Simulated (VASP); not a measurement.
# C (P1) in VASP: single point with PBE

Aim: the single point of C with PBE.

All numbers are computed with VASP 6.6.1; they aren't measurements. Logs are shortened: lines on timing, memory, paths and dates and some standing lists are left out, and cuts for length are marked.

## (1) The cell of the first run

The typed cell holds 4 atoms: a = 2.525 Å, b = 2.525 Å, c = 4.374 Å, α = 73.22°, β = 73.22°, γ = 60.00°.

## (2) Single point, PBE

Contents of INCAR:

```
ALGO = Normal ; EDIFF = 1E-6
ENCUT = 520 ; GGA = PE
ISIF = 2 ; ISMEAR = 0
LASPH = T ; LCHARG = T
LELF = T ; LREAL = F
LVHAR = T ; LWAVE = F
NBANDS = 16 ; NELM = 60
PREC = Accurate ; SIGMA = 0.05
```

Contents of KPOINTS:

```
k-points
0
Gamma
  12 12 10
```

Contents of POSCAR:

```
C
1.0
    0.0000000000     -1.7857375320     -1.7857375320
   -1.7857375320      0.0000000000     -1.7857375320
    1.7857375320      1.7857375320     -3.5714750640
C
4
Direct
    0.7733163410      0.7175627572      0.7370956223
    0.2266836590      0.2824372428      0.2629043777
    0.4196269341      0.4267643347      0.8374196895
    0.8303730659      0.8232356653      0.4125803105
```

Potentials or basis: VASP PAW PBE potentials, release 64 (C).

Command:

```bash
> cat potpaw_PBE.64/C/POTCAR > POTCAR
> mpirun -np 1 vasp_std > vasp.out
```

OUTCAR:

```text
EDIFF = 1E-6
   ENCUT = 520
   GGA = PE
   ISIF = 2
   ISMEAR = 0
   LASPH = T
   LREAL = F
   NELM = 60
   PREC = Accurate

 ion  position               nearest neighbor table
   1  0.773  0.718  0.737-   3 1.33   4 1.34   3 1.56   3 1.68
   2  0.227  0.282  0.263-   4 1.44   4 1.57   3 1.76   4 1.77
   3  0.420  0.427  0.837-   1 1.33   1 1.56   1 1.68   2 1.76
   4  0.830  0.823  0.413-   1 1.34   2 1.44   2 1.57   2 1.77

  LATTYP: Found a trigonal (rhomboedric) cell.
 ALAT       =     4.3741457679
 COS(alpha) =     0.8333333333

  Lattice vectors:

 A1 = (   1.7857375320,   3.5714750640,  -1.7857375320)
 A2 = (   3.5714750640,   1.7857375320,  -1.7857375320)
 A3 = (   1.7857375320,   1.7857375320,  -3.5714750640)

Analysis of symmetry for initial positions (statically):
=====================================================================
 Subroutine PRICEL returns:
 Original cell was already a primitive cell.

 Routine SETGRP: Setting up the symmetry group for a
 trigonal (rhombohedral) supercell.

 Subroutine GETGRP returns: Found  1 space group operations
 (whereof  1 operations were pure point group operations)
 out of a pool of 12 trial point group operations.

The static configuration has the point symmetry C_1 .

Analysis of symmetry for dynamics (positions and initial velocities):
=====================================================================
 Subroutine PRICEL returns:
 Original cell was already a primitive cell.

 Routine SETGRP: Setting up the symmetry group for a
 trigonal (rhombohedral) supercell.

 Subroutine GETGRP returns: Found  1 space group operations
 (whereof  1 operations were pure point group operations)
 out of a pool of 12 trial point group operations.

The dynamic configuration has the point symmetry C_1 .

 Subroutine INISYM returns: Found  1 space group operations
 (whereof  1 operations are pure point group operations),
 and found     1 'primitive' translations

----------------------------------------------------------------------------------------

                                     Primitive cell

  volume of cell :      22.7779

  direct lattice vectors                    reciprocal lattice vectors
     0.000000000 -1.785737532 -1.785737532     0.139998178 -0.419994533 -0.139998178
    -1.785737532  0.000000000 -1.785737532    -0.419994533  0.139998178 -0.139998178
     1.785737532  1.785737532 -3.571475064     0.139998178  0.139998178 -0.139998178

  length of vectors
     2.525414237  2.525414237  4.374145768     0.464321426  0.464321426  0.242483956

  position of ions in fractional coordinates (direct lattice)
     0.773316341  0.717562757  0.737095622
     0.226683659  0.282437243  0.262904378
     0.419626934  0.426764335  0.837419690
     0.830373066  0.823235665  0.412580310

  ion indices of the primitive-cell ions
   primitive index   ion index
                 1           1
                 2           2
                 3           3
                 4           4

----------------------------------------------------------------------------------------

 KPOINTS: k-points

Automatic generation of k-mesh.
 Grid dimensions read from file:
 generate k-points for:   12   12   10

 Generating k-lattice:

  Cartesian coordinates                     Fractional coordinates (reciprocal lattice)
     0.011666515 -0.034999544 -0.011666515     0.083333333  0.000000000 -0.000000000
    -0.034999544  0.011666515 -0.011666515     0.000000000  0.083333333 -0.000000000
     0.013999818  0.013999818 -0.013999818     0.000000000  0.000000000  0.100000000

  Length of vectors
     0.038693452  0.038693452  0.024248396

  Shift w.r.t. Gamma in fractional coordinates (k-lattice)
     0.000000000  0.000000000  0.000000000

 -----------------------------------------------------------------------------
|                                                                             |
|           W    W    AA    RRRRR   N    N  II  N    N   GGGG   !!!           |
|           W    W   A  A   R    R  NN   N  II  NN   N  G    G  !!!           |
|           W    W  A    A  R    R  N N  N  II  N N  N  G       !!!           |
|           W WW W  AAAAAA  RRRRR   N  N N  II  N  N N  G  GGG   !            |
|           WW  WW  A    A  R   R   N   NN  II  N   NN  G    G                |
|           W    W  A    A  R    R  N    N  II  N    N   GGGG   !!!           |
|                                                                             |
|     Your reciprocal lattice and k-lattice belong to different lattice       |
|     classes:                                                                |
|                                                                             |
|        The reciprocal lattice is rhombohedral (trigonal),                   |
|        whereas your k-lattice is base-centered monoclinic.                  |
|                                                                             |
|     Results are often still useful ...                                      |
|                                                                             |
 -----------------------------------------------------------------------------

 WARNING: IBZKPT: internal override: KBLOWUP is changed to .FALSE.
      ... skipping the blow-up phase ...

 Subroutine IBZKPT returns following result:
 ===========================================

 Found    724 irreducible k-points:

 Following reciprocal coordinates:
            Coordinates               Weight
  0.000000  0.000000  0.000000      1.000000
  0.083333  0.000000  0.000000      2.000000
  0.166667  0.000000 -0.000000      2.000000
  0.250000  0.000000 -0.000000      2.000000
  0.333333  0.000000 -0.000000      2.000000
  0.416667  0.000000  0.000000      2.000000
[... 16 lines left out ...]
  0.250000  0.166667  0.000000      2.000000
  0.333333  0.166667 -0.000000      2.000000
 [... further k-points ...]
   k-points           NKPTS =    724   k-points in BZ     NKDIM =    724   number of bands    NBANDS=     16
   number of dos      NEDOS =    301   number of ions     NIONS =      4
   total plane-waves  NPLWV =  14400
   dimension x,y,z NGX =    20 NGY =   20 NGZ =   36
   dimension x,y,z NGXF=    40 NGYF=   40 NGZF=   72
   ions per type =               4
   NGX,Y,Z   is equivalent  to a cutoff of  13.17, 13.17, 13.68 a.u.
   NGXF,Y,Z  is equivalent  to a cutoff of  26.33, 26.33, 27.36 a.u.
 SYSTEM =  unknown system
   PREC   = accura    normal or accurate (medium, high low for compatibility)
   ISTART =      0    job   : 0-new  1-cont  2-samecut
   ICHARG =      2    charge: 1-file 2-atom 10-const
   ISPIN  =      1    spin polarized calculation?
   LNONCOLLINEAR =      F non collinear calculations
   LSORBIT =      F    spin-orbit coupling
   LASPH  =      T    aspherical Exc in radial PAW
   ENCUT  =  520.0 eV  38.22 Ry    6.18 a.u.   4.70  4.70  8.13*2*pi/ulx,y,z
   NELM   =     60;   NELMIN=  2; NELMDL= -5     # of ELM steps
   EDIFF  = 0.1E-05   stopping-criterion for ELM
   LREAL  =      F    real-space projection
   EDIFFG = 0.1E-04   stopping-criterion for IOM
   NSW    =      0    number of steps for IOM
   IBRION =     -1    ionic relax: 0-MD 1-quasi-New 2-CG
   NFREE  =      0    steps in history (QN), initial steepest desc. (CG)
   ISIF   =      2    stress and relaxation
   ISYM   =      2    0-nonsym 1-usesym 2-fastsym
   POTIM  = 0.5000    time-step for ionic-motion
   TEBEG  =    0.0;   TEEND  =   0.0 temperature during run
   PSTRESS=    0.0 pullay stress
   NELECT =      16.0000    total number of electrons
   NUPDOWN=      -1.0000    fix difference up-down
   EMIN   =  10.00;   EMAX   =-10.00  energy-range for DOS
   EFERMI =   0.00;   METHOD = LEGACY
   ISMEAR =     0;   SIGMA  =   0.05  broadening in eV -4-tet -1-fermi 0-gaus
   EFERMI_NEDOS =   21; number of points for ismear=-14 and -15
   IALGO  =     38    algorithm
   IMIX   =      4    mixing-type and parameters
     AMIX     =   0.40;   BMIX     =  1.00
     AMIX_MAG =   1.60;   BMIX_MAG =  1.00
  volume/ion in A,a.u.               =       5.69        38.43
  Fermi-wavevector in a.u.,A,eV,Ry     =   1.455271  2.750063 28.814604  2.117814
  Thomas-Fermi vector in A             =   2.572325
   LORBIT       =      0    0 simple, 1 ext, 2 COOP (PROOUT), +10 PAW based schemes
   GGA     = PE    functional components
   LHFCALC =     F    Hartree Fock is set to
   AEXX    =    0.0000 exact exchange contribution
   IVDW    =     0    specifies the selected vdW correction
   LEPSILON=     F    determine dielectric tensor
   LRPA    =     F    only Hartree local field effects (RPA)
 non-spin polarized calculation
 Gauss-broadening in eV      SIGMA  =   0.05
  energy-cutoff  :      520.00
  volume of cell :       22.78
 maximum number of plane-waves:       633
   NGX =  9   NGY =  9   NGZ = 17

 number of electron      16.0000000 magnetization

 Free energy of the ion-electron system (eV)
  ---------------------------------------------------
  ext. energy  EPLUGINS =         0.00000000
  ---------------------------------------------------
  free energy    TOTEN  =       -33.39079161 eV

  energy without entropy =      -33.39079161  energy(sigma->0) =      -33.39079161

 E-fermi :  11.8348     XC(G=0): -13.2005

 val. band max:       11.6846427422   @ k =   0.0000   0.0000   0.0000
 cond. band min:      11.9903947609   @ k =  -0.4167   0.0000   0.4000
 fundamental gap:      0.3057520187
 Fermi energy:        11.8347925242

 k-point     1 :       0.0000    0.0000    0.0000
  band No.  band energies     occupation
      1     -12.4451      2.00000
      2      -6.1156      2.00000
      3      -3.7283      2.00000
      4       4.4679      2.00000
      5       6.2170      2.00000
      6       9.3350      2.00000
[... 8 lines left out ...]
     15      21.9016      0.00000
     16      26.0596      0.00000
[... 419 lines left out ...]
 k-point    24 :       0.3333    0.1667   -0.0000
  band No.  band energies     occupation
      1     -10.3694      2.00000
      2      -5.4135      2.00000
      3      -1.0251      2.00000
      4       0.3454      2.00000
      5       2.9323      2.00000
      6       4.7652      2.00000
[... 8 lines left out ...]
     15      24.2643      0.00000
     16      25.3670      0.00000

 [... further k-points ...]

------------------------ aborting loop because EDIFF is reached ----------------------------------------

  FORCE on cell =-STRESS in cart. coord.  units (eV):
  Direction    XX          YY          ZZ          XY          YZ          ZX
  --------------------------------------------------------------------------------------
  -------------------------------------------------------------------------------------
  Total        4.4825773      5.3696051      5.6619976      3.8715465     -0.8074728      0.0187821
  in kB      315.3011119    377.6939730    398.2606479    272.3216612    -56.7970307      1.3211179
  external PRESSURE =     363.7519110 kB  Pullay stress =       0.0000000 kB

 VOLUME and BASIS-vectors are now :
 -----------------------------------------------------------------------------
  energy-cutoff  :      520.00
  volume of cell :       22.78
      direct lattice vectors                 reciprocal lattice vectors
     0.000000000 -1.785737532 -1.785737532     0.139998178 -0.419994533 -0.139998178
    -1.785737532  0.000000000 -1.785737532    -0.419994533  0.139998178 -0.139998178
     1.785737532  1.785737532 -3.571475064     0.139998178  0.139998178 -0.139998178

 POSITION                                       TOTAL-FORCE (eV/Angst)
 -----------------------------------------------------------------------------------
      0.03488     -0.06468     -5.29484        -2.844531     -0.620975     -8.812833
     -0.03488      0.06468     -1.84811         2.891112     -1.704834      3.240779
      0.73332      0.74607     -4.50226         9.427815      7.983361      3.087117
     -0.73332     -0.74607     -4.42643        -9.474397     -5.657551      2.484938
 -----------------------------------------------------------------------------------
    total drift:                                0.000008      0.000068     -0.000012

  FREE ENERGIE OF THE ION-ELECTRON SYSTEM (eV)
  ---------------------------------------------------
  free  energy   TOTEN  =       -33.3907916113 eV

  energy  without entropy=      -33.3907916065  energy(sigma->0) =      -33.39079161
```

Wall time 5.5 min (1 thread of Intel Xeon 8259CL, shared host); peak memory 0.29 GiB.

Results:

| Quantity | Value |
| --- | --- |
| Free energy | -33.3908 eV |
| Pressure | 36.4 GPa |
| Largest force | 12.734 eV/Å |
| Band gap on the k mesh | 0.31 eV (least direct gap 1.17 eV) |

Forces in eV/Å, atoms in the order of the input:
```
C   -2.845 -0.621 -8.813
C    2.891 -1.705  3.241
C    9.428  7.983  3.087
C   -9.474 -5.658  2.485
```

Stress tensor (GPa, compression positive):
```
31.53 27.23  0.13
27.23 37.77 -5.68
 0.13 -5.68 39.83
```

Caveat: the cell stands under pressure; forces of over 1 eV/Å act on the atoms, so gaps and moduli don't describe the material at rest. A k mesh can miss the band edges.
